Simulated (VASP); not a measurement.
# ZnAg (Pm-3m) in VASP: further runs

ZnAg is run at these levels: LDA; tasks: single point.

Everything below comes from runs of VASP 6.6.1. Logs are shortened: lines on timing, memory, paths and dates and some standing lists are left out, and cuts for length are marked.

### 1 The cell of the first run

The structure is cubic, space group Pm-3m (No. 221). The conventional cell has a = 3.113 Å, b = 3.113 Å, c = 3.113 Å, α = 90.00°, β = 90.00°, γ = 90.00°. Within 3.6 Å of Zn (site symmetry m-3m) lie 8 Ag at 2.70 Å and 6 Zn at 3.11 Å. Ag (site symmetry m-3m) has 8 Zn at 2.70 Å and 6 Ag at 3.11 Å within 3.6 Å.

### 2 Single point, LDA (volume scaled by 0.96)

File INCAR:

```
  PREC = Accurate
  ENCUT = 520
  EDIFF = 1E-7
  ISMEAR = -1
  SIGMA = 0.03
  LREAL = F
  LASPH = T
  NELM = 80
  ALGO = Normal
  ISIF = 2
  LWAVE = F
  LCHARG = T
  LELF = T
  LVHAR = T
  NBANDS = 18
```

File KPOINTS:

```
regular mesh
0
Gamma
  12 12 12
```

File POSCAR:

```
ZnAg
1.0
    3.1133461226      0.0000000000      0.0000000000
    0.0000000000      3.1133461226      0.0000000000
    0.0000000000      0.0000000000      3.1133461226
Zn Ag
1 1
Direct
    0.5000000000      0.5000000000      0.5000000000
    0.0000000000      0.0000000000      0.0000000000
```

Potentials or basis: VASP PAW LDA potentials, release 64 (Zn, Ag).

Started as:

```sh
cat potpaw_LDA.64/Zn/POTCAR potpaw_LDA.64/Ag/POTCAR > POTCAR
mpirun -np 1 vasp_std > vasp.out
```

OUTCAR:

```text
PREC = Accurate
   ENCUT = 520
   EDIFF = 1E-7
   ISMEAR = -1
   LREAL = F
   LASPH = T
   NELM = 80
   ISIF = 2

 ion  position               nearest neighbor table
   1  0.500  0.500  0.500-   2 2.70   2 2.70   2 2.70   2 2.70   2 2.70   2 2.70   2 2.70   2 2.70

   2  0.000  0.000  0.000-   1 2.70   1 2.70   1 2.70   1 2.70   1 2.70   1 2.70   1 2.70   1 2.70

  LATTYP: Found a simple cubic cell.
 ALAT       =     3.1133461226

  Lattice vectors:

 A1 = (   3.1133461226,   0.0000000000,   0.0000000000)
 A2 = (   0.0000000000,   3.1133461226,   0.0000000000)
 A3 = (   0.0000000000,   0.0000000000,   3.1133461226)

Analysis of symmetry for initial positions (statically):
=====================================================================
 Subroutine PRICEL returns:
 Original cell was already a primitive cell.

 Routine SETGRP: Setting up the symmetry group for a
 simple cubic supercell.

 Subroutine GETGRP returns: Found 48 space group operations
 (whereof 48 operations were pure point group operations)
 out of a pool of 48 trial point group operations.

The static configuration has the point symmetry O_h .

Analysis of symmetry for dynamics (positions and initial velocities):
=====================================================================
 Subroutine PRICEL returns:
 Original cell was already a primitive cell.

 Routine SETGRP: Setting up the symmetry group for a
 simple cubic supercell.

 Subroutine GETGRP returns: Found 48 space group operations
 (whereof 48 operations were pure point group operations)
 out of a pool of 48 trial point group operations.

The dynamic configuration has the point symmetry O_h .

 Subroutine INISYM returns: Found 48 space group operations
 (whereof 48 operations are pure point group operations),
 and found     1 'primitive' translations

----------------------------------------------------------------------------------------

                                     Primitive cell

  volume of cell :      30.1774

  direct lattice vectors                    reciprocal lattice vectors
     3.113346123  0.000000000  0.000000000     0.321197824  0.000000000  0.000000000
     0.000000000  3.113346123  0.000000000     0.000000000  0.321197824  0.000000000
     0.000000000  0.000000000  3.113346123     0.000000000  0.000000000  0.321197824

  length of vectors
     3.113346123  3.113346123  3.113346123     0.321197824  0.321197824  0.321197824

  position of ions in fractional coordinates (direct lattice)
     0.500000000  0.500000000  0.500000000
     0.000000000  0.000000000  0.000000000

  ion indices of the primitive-cell ions
   primitive index   ion index
                 1           1
                 2           2

----------------------------------------------------------------------------------------

 KPOINTS: regular mesh

Automatic generation of k-mesh.
 Grid dimensions read from file:
 generate k-points for:   12   12   12

 Generating k-lattice:

  Cartesian coordinates                     Fractional coordinates (reciprocal lattice)
     0.026766485  0.000000000  0.000000000     0.083333333  0.000000000  0.000000000
     0.000000000  0.026766485  0.000000000     0.000000000  0.083333333  0.000000000
     0.000000000  0.000000000  0.026766485     0.000000000  0.000000000  0.083333333

  Length of vectors
     0.026766485  0.026766485  0.026766485

  Shift w.r.t. Gamma in fractional coordinates (k-lattice)
     0.000000000  0.000000000  0.000000000

 Subroutine IBZKPT returns following result:
 ===========================================

 Found     84 irreducible k-points:

 Following reciprocal coordinates:
            Coordinates               Weight
  0.000000  0.000000  0.000000      1.000000
  0.083333  0.000000  0.000000      6.000000
  0.166667  0.000000  0.000000      6.000000
  0.250000  0.000000  0.000000      6.000000
  0.333333  0.000000  0.000000      6.000000
  0.416667  0.000000  0.000000      6.000000
[... 16 lines left out ...]
  0.333333  0.333333  0.000000     12.000000
  0.416667  0.333333  0.000000     24.000000
 [... further k-points ...]
   k-points           NKPTS =     84   k-points in BZ     NKDIM =     84   number of bands    NBANDS=     18
   number of dos      NEDOS =    301   number of ions     NIONS =      2
   total plane-waves  NPLWV =  13824
   dimension x,y,z NGX =    24 NGY =   24 NGZ =   24
   dimension x,y,z NGXF=    48 NGYF=   48 NGZF=   48
   ions per type =               1   1
   NGX,Y,Z   is equivalent  to a cutoff of  12.82, 12.82, 12.82 a.u.
   NGXF,Y,Z  is equivalent  to a cutoff of  25.63, 25.63, 25.63 a.u.
 SYSTEM =  unknown system
   PREC   = accura    normal or accurate (medium, high low for compatibility)
   ISTART =      0    job   : 0-new  1-cont  2-samecut
   ICHARG =      2    charge: 1-file 2-atom 10-const
   ISPIN  =      1    spin polarized calculation?
   LNONCOLLINEAR =      F non collinear calculations
   LSORBIT =      F    spin-orbit coupling
   LASPH  =      T    aspherical Exc in radial PAW
   ENCUT  =  520.0 eV  38.22 Ry    6.18 a.u.   5.79  5.79  5.79*2*pi/ulx,y,z
   NELM   =     80;   NELMIN=  2; NELMDL= -5     # of ELM steps
   EDIFF  = 0.1E-06   stopping-criterion for ELM
   LREAL  =      F    real-space projection
   EDIFFG = 0.1E-05   stopping-criterion for IOM
   NSW    =      0    number of steps for IOM
   IBRION =     -1    ionic relax: 0-MD 1-quasi-New 2-CG
   NFREE  =      0    steps in history (QN), initial steepest desc. (CG)
   ISIF   =      2    stress and relaxation
   ISYM   =      2    0-nonsym 1-usesym 2-fastsym
   POTIM  = 0.5000    time-step for ionic-motion
   TEBEG  =    0.0;   TEEND  =   0.0 temperature during run
   PSTRESS=    0.0 pullay stress
   NELECT =      23.0000    total number of electrons
   NUPDOWN=      -1.0000    fix difference up-down
   EMIN   =  10.00;   EMAX   =-10.00  energy-range for DOS
   EFERMI =   0.00;   METHOD = LEGACY
   ISMEAR =    -1;   SIGMA  =   0.03  broadening in eV -4-tet -1-fermi 0-gaus
   EFERMI_NEDOS =   21; number of points for ismear=-14 and -15
   IALGO  =     38    algorithm
   IMIX   =      4    mixing-type and parameters
     AMIX     =   0.40;   BMIX     =  1.00
     AMIX_MAG =   1.60;   BMIX_MAG =  1.00
  volume/ion in A,a.u.               =      15.09       101.82
  Fermi-wavevector in a.u.,A,eV,Ry     =   1.495398  2.825892 30.425542  2.236214
  Thomas-Fermi vector in A             =   2.607548
   LORBIT       =      0    0 simple, 1 ext, 2 COOP (PROOUT), +10 PAW based schemes
   GGA     = CA    functional components
   LHFCALC =     F    Hartree Fock is set to
   AEXX    =    0.0000 exact exchange contribution
   IVDW    =     0    specifies the selected vdW correction
   LEPSILON=     F    determine dielectric tensor
   LRPA    =     F    only Hartree local field effects (RPA)
 non-spin polarized calculation
  energy-cutoff  :      520.00
  volume of cell :       30.18
 maximum number of plane-waves:       840
 NGX is ok and might be reduce to    24
   NGX = 11   NGY = 11   NGZ = 11

 number of electron      22.9999970 magnetization

 Free energy of the ion-electron system (eV)
  ---------------------------------------------------
  ext. energy  EPLUGINS =         0.00000000
  ---------------------------------------------------
  free energy    TOTEN  =        -5.77835689 eV

  energy without entropy =       -5.77721303  energy(sigma->0) =       -5.77778496

 E-fermi :   6.5340     XC(G=0): -12.6507

 val. band max:        6.5116367340   @ k =   0.5000   0.4167   0.2500
 cond. band min:       6.5498666548   @ k =   0.5000   0.3333   0.3333
 fundamental gap:      0.0382299208
 Fermi energy:         6.5339702192

 k-point     1 :       0.0000    0.0000    0.0000
  band No.  band energies     occupation
      1      -3.2247      2.00000
      2      -1.5570      2.00000
      3      -1.5570      2.00000
      4      -0.9045      2.00000
      5      -0.9045      2.00000
      6      -0.9045      2.00000
[... 10 lines left out ...]
     17      18.0503      0.00000
     18      26.0922      0.00000

 k-point     2 :       0.0833    0.0000    0.0000
  band No.  band energies     occupation
      1      -3.1064      2.00000
      2      -1.5330      2.00000
      3      -1.5231      2.00000
      4      -0.9065      2.00000
      5      -0.9065      2.00000
      6      -0.8946      2.00000
[... 10 lines left out ...]
     17      18.9181      0.00000
     18      25.5954      0.00000

 k-point     3 :       0.1667    0.0000    0.0000
  band No.  band energies     occupation
      1      -2.7592      2.00000
      2      -1.4653      2.00000
      3      -1.4288      2.00000
      4      -0.9112      2.00000
      5      -0.9112      2.00000
      6      -0.8671      2.00000
[... 10 lines left out ...]
     17      21.1867      0.00000
     18      24.6254      0.00000

 k-point     4 :       0.2500    0.0000    0.0000
  band No.  band energies     occupation
      1      -2.2137      2.00000
      2      -1.3668      2.00000
      3      -1.2885      2.00000
      4      -0.9162      2.00000
      5      -0.9162      2.00000
      6      -0.8288      2.00000
[... 375 lines left out ...]
      4      -1.0147      2.00000
      5      -0.8538      2.00000
      6       0.3013      2.00000
[... 10 lines left out ...]
     17      19.7320      0.00000
     18      20.8566      0.00000

 k-point    23 :       0.3333    0.3333    0.0000
  band No.  band energies     occupation
      1      -1.5222      2.00000
      2      -1.3709      2.00000
      3      -1.1390      2.00000
      4      -0.9969      2.00000
      5      -0.8161      2.00000
      6       0.0181      2.00000
[... 10 lines left out ...]
     17      21.2053      0.00000
     18      21.5561      0.00000

 k-point    24 :       0.4167    0.3333    0.0000
  band No.  band energies     occupation
      1      -1.5259      2.00000
      2      -1.4434      2.00000
      3      -1.1591      2.00000
      4      -1.0782      2.00000
      5      -0.7314      2.00000
      6       0.1559      2.00000
[... 10 lines left out ...]
     17      20.6859      0.00000
     18      21.0613      0.00000

 [... further k-points ...]

------------------------ aborting loop because EDIFF is reached ----------------------------------------

  FORCE on cell =-STRESS in cart. coord.  units (eV):
  Direction    XX          YY          ZZ          XY          YZ          ZX
  --------------------------------------------------------------------------------------
  -------------------------------------------------------------------------------------
  Total       -0.6835647     -0.6835647     -0.6835647     -0.0000000     -0.0000000      0.0000000
  in kB      -36.2917548    -36.2917548    -36.2917548     -0.0000000     -0.0000000      0.0000000
  external PRESSURE =     -36.2917548 kB  Pullay stress =       0.0000000 kB

 VOLUME and BASIS-vectors are now :
 -----------------------------------------------------------------------------
  energy-cutoff  :      520.00
  volume of cell :       30.18
      direct lattice vectors                 reciprocal lattice vectors
     3.113346123  0.000000000  0.000000000     0.321197824  0.000000000  0.000000000
     0.000000000  3.113346123  0.000000000     0.000000000  0.321197824  0.000000000
     0.000000000  0.000000000  3.113346123     0.000000000  0.000000000  0.321197824

 POSITION                                       TOTAL-FORCE (eV/Angst)
 -----------------------------------------------------------------------------------
      1.55667      1.55667      1.55667         0.000000      0.000000      0.000000
      0.00000      0.00000      0.00000         0.000000      0.000000      0.000000
 -----------------------------------------------------------------------------------
    total drift:                                0.000000      0.000000     -0.000000

  FREE ENERGIE OF THE ION-ELECTRON SYSTEM (eV)
  ---------------------------------------------------
  free  energy   TOTEN  =        -5.7783568861 eV

  energy  without entropy=       -5.7772130251  energy(sigma->0) =       -5.77778496
```

Run time: 20 s. Hardware: 1 thread of Intel Xeon Platinum 8259CL at 2.50GHz (Skylake/Cascade Lake), shared host; peak memory 0.16 GiB.

Results:

- Free energy: -5.7784 eV
- Pressure: -3.6 GPa

### 3 Single point, LDA (volume scaled by 0.99)

File INCAR:

```
PREC = Accurate
ENCUT = 520
EDIFF = 1E-7
ISMEAR = -1
SIGMA = 0.03
LREAL = False
LASPH = True
NELM = 80
ALGO = Normal
ISIF = 2
LWAVE = False
LCHARG = True
LELF = True
LVHAR = True
NBANDS = 18
```

KPOINTS is that of step 2.

File POSCAR:

```
ZnAg
1.0
    3.1454447372      0.0000000000      0.0000000000
    0.0000000000      3.1454447372      0.0000000000
    0.0000000000      0.0000000000      3.1454447372
Zn Ag
1 1
Direct
    0.5000000000      0.5000000000      0.5000000000
    0.0000000000      0.0000000000      0.0000000000
```

Potentials or basis: VASP PAW LDA potentials, release 64 (Zn, Ag).

Started as:

```sh
cat potpaw_LDA.64/Zn/POTCAR potpaw_LDA.64/Ag/POTCAR > POTCAR
mpirun -np 1 vasp_std > vasp.out
```

It took 20 s on 1 thread of Intel Xeon Platinum 8259CL at 2.50GHz (Skylake/Cascade Lake), shared host; peak memory 0.16 GiB.

It converged, with:

- Free energy: -5.7477 eV
- Pressure: -6.7 GPa

Levels at points of the mesh, in eV from the Fermi level:
| k point | band 8 | band 9 | band 10 | band 11 | band 12 | band 13 | band 14 | band 15 |
| --- | --- | --- | --- | --- | --- | --- | --- | --- |
| (0.00, 0.00, 0.00) | -5.46 | -4.29 | -4.29 | -4.29 | 5.34 | 5.34 | 5.34 | 10.31 |
| (0.50, 0.00, 0.00) | -5.21 | -5.12 | -5.12 | -4.43 | -2.59 | 10.54 | 10.54 | 11.10 |
| (0.50, 0.50, 0.00) | -4.49 | -4.49 | -3.92 | -1.60 | -1.60 | 1.46 | 2.26 | 10.76 |
| (0.50, 0.50, 0.50) | -6.22 | -3.89 | -3.89 | 1.63 | 4.16 | 4.16 | 4.16 | 4.83 |

### 4 Single point, LDA (volume scaled by 1.02)

File INCAR:

```
  PREC = Accurate
  ENCUT = 520
  EDIFF = 1E-6
  ISMEAR = -1
  SIGMA = 0.03
  LREAL = F
  LASPH = T
  NELM = 60
  ALGO = Normal
  ISIF = 2
  LWAVE = F
  LCHARG = T
  GGA = CA
  LELF = T
  LVHAR = T
  NBANDS = 18
```

KPOINTS is that of step 3.

File POSCAR:

```
ZnAg
1.0
    3.1769012714      0.0000000000      0.0000000000
    0.0000000000      3.1769012714      0.0000000000
    0.0000000000      0.0000000000      3.1769012714
Zn Ag
1 1
Direct
    0.5000000000      0.5000000000      0.5000000000
    0.0000000000      0.0000000000      0.0000000000
```

Potentials or basis: VASP PAW LDA potentials, release 64 (Zn, Ag).

Started as:

```sh
cat potpaw_LDA.64/Zn/POTCAR potpaw_LDA.64/Ag/POTCAR > POTCAR
mpirun -np 1 vasp_std > vasp.out
```

OUTCAR:

```text
PREC = Accurate
   ENCUT = 520
   EDIFF = 1E-6
   ISMEAR = -1
   LREAL = F
   LASPH = T
   NELM = 60
   ISIF = 2
   GGA = CA

 ion  position               nearest neighbor table
   1  0.500  0.500  0.500-   2 2.75   2 2.75   2 2.75   2 2.75   2 2.75   2 2.75   2 2.75   2 2.75

   2  0.000  0.000  0.000-   1 2.75   1 2.75   1 2.75   1 2.75   1 2.75   1 2.75   1 2.75   1 2.75

  LATTYP: Found a simple cubic cell.
 ALAT       =     3.1769012714

  Lattice vectors:

 A1 = (   3.1769012714,   0.0000000000,   0.0000000000)
 A2 = (   0.0000000000,   3.1769012714,   0.0000000000)
 A3 = (   0.0000000000,   0.0000000000,   3.1769012714)

Analysis of symmetry for initial positions (statically):
=====================================================================
 Subroutine PRICEL returns:
 Original cell was already a primitive cell.

 Routine SETGRP: Setting up the symmetry group for a
 simple cubic supercell.

 Subroutine GETGRP returns: Found 48 space group operations
 (whereof 48 operations were pure point group operations)
 out of a pool of 48 trial point group operations.
[... 154 lines left out ...]

 Free energy of the ion-electron system (eV)
  ---------------------------------------------------
  ext. energy  EPLUGINS =         0.00000000
  ---------------------------------------------------
  free energy    TOTEN  =        -5.70049379 eV

  energy without entropy =       -5.69921002  energy(sigma->0) =       -5.69985190

 E-fermi :   5.8552     XC(G=0): -12.3062

 val. band max:        5.8460649855   @ k =   0.5000   0.3333   0.3333
 cond. band min:       5.9581972937   @ k =   0.3333   0.2500   0.0000
 fundamental gap:      0.1121323082
 Fermi energy:         5.8551885172

 k-point     1 :       0.0000    0.0000    0.0000
  band No.  band energies     occupation
      1      -3.4324      2.00000
      2      -1.9965      2.00000
      3      -1.9965      2.00000
      4      -1.4581      2.00000
      5      -1.4581      2.00000
      6      -1.4581      2.00000
[... 481 lines left out ...]
      5      -1.3106      2.00000
      6      -0.3177      2.00000
[... 10 lines left out ...]
     17      19.6193      0.00000
     18      19.7811      0.00000

 [... further k-points ...]
[... 5 lines left out ...]
  --------------------------------------------------------------------------------------
  -------------------------------------------------------------------------------------
  Total       -1.8471281     -1.8471281     -1.8471281      0.0000000      0.0000000     -0.0000000
  in kB      -92.2988811    -92.2988811    -92.2988811      0.0000000      0.0000000     -0.0000000
  external PRESSURE =     -92.2988811 kB  Pullay stress =       0.0000000 kB

 VOLUME and BASIS-vectors are now :
 -----------------------------------------------------------------------------
  energy-cutoff  :      520.00
  volume of cell :       32.06
      direct lattice vectors                 reciprocal lattice vectors
     3.176901271  0.000000000  0.000000000     0.314772136  0.000000000  0.000000000
     0.000000000  3.176901271  0.000000000     0.000000000  0.314772136  0.000000000
     0.000000000  0.000000000  3.176901271     0.000000000  0.000000000  0.314772136

 POSITION                                       TOTAL-FORCE (eV/Angst)
 -----------------------------------------------------------------------------------
      1.58845      1.58845      1.58845         0.000000      0.000000      0.000000
      0.00000      0.00000      0.00000         0.000000      0.000000      0.000000
 -----------------------------------------------------------------------------------
    total drift:                                0.000000      0.000000     -0.000000

  FREE ENERGIE OF THE ION-ELECTRON SYSTEM (eV)
  ---------------------------------------------------
  free  energy   TOTEN  =        -5.7004937885 eV

  energy  without entropy=       -5.6992100170  energy(sigma->0) =       -5.69985190
```

OSZICAR:

```text
N       E                     dE             d eps       ncg     rms          rms(c)
DAV:   1     0.127551338088E+03    0.12755E+03   -0.11373E+04  3080   0.163E+03
DAV:   2    -0.128910578948E+01   -0.12884E+03   -0.12328E+03  3066   0.309E+02
DAV:   3    -0.617199954063E+01   -0.48829E+01   -0.48531E+01  3324   0.677E+01
DAV:   4    -0.621042535675E+01   -0.38426E-01   -0.38416E-01  3282   0.537E+00
DAV:   5    -0.621083291736E+01   -0.40756E-03   -0.40755E-03  3194   0.575E-01    0.623E+00
DAV:   6    -0.573516745984E+01    0.47567E+00   -0.17704E+00  3198   0.164E+01    0.416E+00
DAV:   7    -0.571220134638E+01    0.22966E-01   -0.29358E-02  3766   0.356E+00    0.232E+00
DAV:   8    -0.570055825552E+01    0.11643E-01   -0.83289E-03  3120   0.942E-01    0.130E-01
DAV:   9    -0.570049678871E+01    0.61467E-04   -0.24001E-04  3964   0.235E-01    0.523E-02
DAV:  10    -0.570049500415E+01    0.17846E-05   -0.38142E-05  3758   0.722E-02    0.124E-02
DAV:  11    -0.570049375195E+01    0.12522E-05   -0.56245E-06  3152   0.407E-02    0.281E-03
DAV:  12    -0.570049378845E+01   -0.36500E-07   -0.17669E-07  1598   0.138E-02
   1 F= -.57004938E+01 E0= -.56998519E+01  d E =-.128377E-02
```

stdout:

```text
POSCAR found type information on POSCAR ZnAg
 POSCAR found :  2 types and       2 ions
 scaLAPACK will be used
 LDA part: xc-table for (Slater(with rela. corr.)+CA(PZ))
 , standard interpolation
 POSCAR, INCAR and KPOINTS ok, starting setup
 FFT: planning ... GRIDC
 FFT: planning ... GRID_SOFT
 FFT: planning ... GRID
 WAVECAR not read
 entering main loop
```

Run time: 20 s. Hardware: 1 thread of Intel Xeon Platinum 8259CL at 2.50GHz (Skylake/Cascade Lake), shared host; peak memory 0.16 GiB.

What came out:

```yaml
Free_energy: -5.7005 eV
Pressure: -9.2 GPa
```

(Continued in part 2 of 2.)
